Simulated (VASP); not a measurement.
# NbCd3 (Pm-3m) in VASP: electric field gradients with PBE

Aim: the electric field gradients of NbCd3 with PBE.

All numbers are computed with VASP 6.6.1; they aren't measurements. Logs are shortened: lines on timing, memory, paths and dates and some standing lists are left out, and cuts for length are marked.

**1. The cell of the first run**

It takes space group Pm-3m (No. 221, cubic). The conventional cell has a = 4.215 Å, b = 4.215 Å, c = 4.215 Å, α = 90.00°, β = 90.00°, γ = 90.00°. Within 3.9 Å of Nb (site symmetry m-3m) lie 12 Cd at 2.98 Å. Within 3.9 Å of Cd (site symmetry 4/mmm) lie 4 Nb at 2.98 Å and 8 Cd at 2.98 Å.

**2. Electric field gradients, PBE**

The input, INCAR:

```
ALGO = Normal ; EDIFF = 1E-8
ENCUT = 520 ; GGA = PE
ISIF = 2 ; ISMEAR = -1
LASPH = True ; LCHARG = False
LEFG = True ; LREAL = False
LWAVE = False ; NBANDS = 32
NELM = 80 ; PREC = Accurate
SIGMA = 0.03
```

The input, KPOINTS:

```
k-points
0
Gamma
  8 8 8
```

The input, POSCAR:

```
NbCd3
1.0
    4.2150000000      0.0000000000      0.0000000000
    0.0000000000      4.2150000000      0.0000000000
    0.0000000000      0.0000000000      4.2150000000
Nb Cd
1 3
Direct
    0.0000000000      0.0000000000      0.0000000000
    0.0000000000      0.5000000000      0.5000000000
    0.5000000000      0.0000000000      0.5000000000
    0.5000000000      0.5000000000      0.0000000000
```

Potentials or basis: VASP PAW PBE potentials, release 64 (Nb_sv, Cd).

Command:

```
> cat potpaw_PBE.64/Nb_sv/POTCAR potpaw_PBE.64/Cd/POTCAR > POTCAR
> mpirun -np 1 vasp_std > vasp.out
```

OUTCAR:

```text
EDIFF = 1E-8
   ENCUT = 520
   GGA = PE
   ISIF = 2
   ISMEAR = -1
   LASPH = True
   LREAL = False
   NELM = 80
   PREC = Accurate

 ion  position               nearest neighbor table
   1  0.000  0.000  0.000-   2 2.98   3 2.98   4 2.98   2 2.98   3 2.98   2 2.98   4 2.98   2 2.98
                             3 2.98   4 2.98   3 2.98   4 2.98
   2  0.000  0.500  0.500-   1 2.98   3 2.98   4 2.98   1 2.98   4 2.98   1 2.98   3 2.98   1 2.98
                             3 2.98   4 2.98   4 2.98   3 2.98
   3  0.500  0.000  0.500-   1 2.98   2 2.98   4 2.98   1 2.98   4 2.98   2 2.98   4 2.98   4 2.98
                             1 2.98   2 2.98   1 2.98   2 2.98
   4  0.500  0.500  0.000-   1 2.98   2 2.98   3 2.98   2 2.98   3 2.98   1 2.98   3 2.98   3 2.98
                             1 2.98   2 2.98   2 2.98   1 2.98

  LATTYP: Found a simple cubic cell.
 ALAT       =     4.2150000000

  Lattice vectors:

 A1 = (   4.2150000000,   0.0000000000,   0.0000000000)
 A2 = (   0.0000000000,   4.2150000000,   0.0000000000)
 A3 = (   0.0000000000,   0.0000000000,   4.2150000000)

Analysis of symmetry for initial positions (statically):
=====================================================================
 Subroutine PRICEL returns:
 Original cell was already a primitive cell.

 Routine SETGRP: Setting up the symmetry group for a
 simple cubic supercell.

 Subroutine GETGRP returns: Found 48 space group operations
 (whereof 48 operations were pure point group operations)
 out of a pool of 48 trial point group operations.

The static configuration has the point symmetry O_h .

Analysis of symmetry for dynamics (positions and initial velocities):
=====================================================================
 Subroutine PRICEL returns:
 Original cell was already a primitive cell.

 Routine SETGRP: Setting up the symmetry group for a
 simple cubic supercell.

 Subroutine GETGRP returns: Found 48 space group operations
 (whereof 48 operations were pure point group operations)
 out of a pool of 48 trial point group operations.

The dynamic configuration has the point symmetry O_h .

 Subroutine INISYM returns: Found 48 space group operations
 (whereof 48 operations are pure point group operations),
 and found     1 'primitive' translations

----------------------------------------------------------------------------------------

[... 147 lines left out ...]
 cond. band min:       5.3330493550   @ k =   0.2500   0.2500   0.1250
 fundamental gap:      0.0967999417
 Fermi energy:         5.2409186394

 k-point     1 :       0.0000    0.0000    0.0000
  band No.  band energies     occupation
      1     -49.6139      2.00000
      2     -25.6817      2.00000
      3     -25.6817      2.00000
      4     -25.6817      2.00000
      5      -4.4675      2.00000
      6      -4.2332      2.00000
[... 829 lines left out ...]
     31      11.6657      0.00000
     32      13.1052      0.00000

 [... further k-points ...]

------------------------ aborting loop because EDIFF is reached ----------------------------------------

  FORCE on cell =-STRESS in cart. coord.  units (eV):
  Direction    XX          YY          ZZ          XY          YZ          ZX
  --------------------------------------------------------------------------------------
  -------------------------------------------------------------------------------------
  Total        3.6128135      3.6128135      3.6128135     -0.0000000      0.0000000      0.0000000
  in kB       77.2971344     77.2971344     77.2971344     -0.0000000      0.0000000      0.0000000
  external PRESSURE =      77.2971344 kB  Pullay stress =       0.0000000 kB

 VOLUME and BASIS-vectors are now :
 -----------------------------------------------------------------------------
  energy-cutoff  :      520.00
  volume of cell :       74.88
      direct lattice vectors                 reciprocal lattice vectors
     4.215000000  0.000000000  0.000000000     0.237247924  0.000000000  0.000000000
     0.000000000  4.215000000  0.000000000     0.000000000  0.237247924  0.000000000
     0.000000000  0.000000000  4.215000000     0.000000000  0.000000000  0.237247924

 POSITION                                       TOTAL-FORCE (eV/Angst)
 -----------------------------------------------------------------------------------
      0.00000      0.00000      0.00000         0.000000      0.000000      0.000000
      0.00000      2.10750      2.10750         0.000000      0.000000      0.000000
      2.10750      0.00000      2.10750         0.000000      0.000000      0.000000
      2.10750      2.10750      0.00000         0.000000      0.000000      0.000000
 -----------------------------------------------------------------------------------
    total drift:                                0.000000     -0.000000     -0.000000

  FREE ENERGIE OF THE ION-ELECTRON SYSTEM (eV)
  ---------------------------------------------------
  free  energy   TOTEN  =       -11.7574709115 eV

  energy  without entropy=      -11.7502545056  energy(sigma->0) =      -11.75386271

 Electric field gradients (V/A^2)
---------------------------------------------------------------------
 ion       V_xx      V_yy      V_zz      V_xy      V_xz      V_yz
---------------------------------------------------------------------
   1      -0.000    -0.000     0.000    -0.000     0.000    -0.000
   2     112.284   -56.142   -56.142     0.000    -0.000     0.000
   3     -56.142   112.284   -56.142    -0.000     0.000     0.000
   4     -56.142   -56.142   112.284    -0.000    -0.000     0.000
---------------------------------------------------------------------

 Electric field gradients after diagonalization (V/A^2)
 (convention: |V_zz| > |V_xx| > |V_yy|)
----------------------------------------------------------------------
 ion       V_xx      V_yy      V_zz     asymmetry (V_yy - V_xx)/ V_zz
----------------------------------------------------------------------
   1      -0.000     0.000    -0.000      -1.258
   2     -56.142   -56.142   112.284       0.000
   3     -56.142   -56.142   112.284       0.000
   4     -56.142   -56.142   112.284       0.000
----------------------------------------------------------------------

           NMR quadrupolar parameters

 Cq : quadrupolar parameter    Cq=e*Q*V_zz/h
 eta: asymmetry parameters     (V_yy - V_xx)/ V_zz
 Q  : nuclear electric quadrupole moment in mb (millibarn)
----------------------------------------------------------------------
 ion       Cq(MHz)       eta       Q (mb)
----------------------------------------------------------------------
   1      -0.000      -1.258       1.000
   2       0.272       0.000       1.000
   3       0.272       0.000       1.000
   4       0.272       0.000       1.000
----------------------------------------------------------------------
```

stdout:

```text
POSCAR found type information on POSCAR NbCd
 POSCAR found :  2 types and       4 ions
 scaLAPACK will be used
 LDA part: xc-table for (Slater+PW92), standard interpolation
 POSCAR, INCAR and KPOINTS ok, starting setup
 FFT: planning ... GRIDC
 FFT: planning ... GRID_SOFT
 FFT: planning ... GRID
 WAVECAR not read
 entering main loop
ion   1

ion   2

ion   3

ion   4
```

It took 82 s on 1 thread of Intel Xeon 8259CL, shared host; peak memory 0.22 GiB.

Results:

```yaml
Free_energy: -11.7575 eV
Pressure: 7.7 GPa
Band_gap_on_the_k_mesh: zero (an odd number of electrons rules out a gap without spin polarisation)
Largest_electric_field_gradient_by_atom: Nb -0.0; Cd +112.3 V/Å²
```

Electric field gradients, principal values (V/Å²):
```csv
atom,least,middle,greatest (by size)
1 Nb,0.000,0.000,0.000
2 Cd,-56.142,-56.142,112.284
3 Cd,-56.142,-56.142,112.284
4 Cd,-56.142,-56.142,112.284
```

Caveat: the cell stands under pressure; without QUAD_EFG the Cq values of the log hold for a quadrupole moment of 1 mb, not for the nuclei.
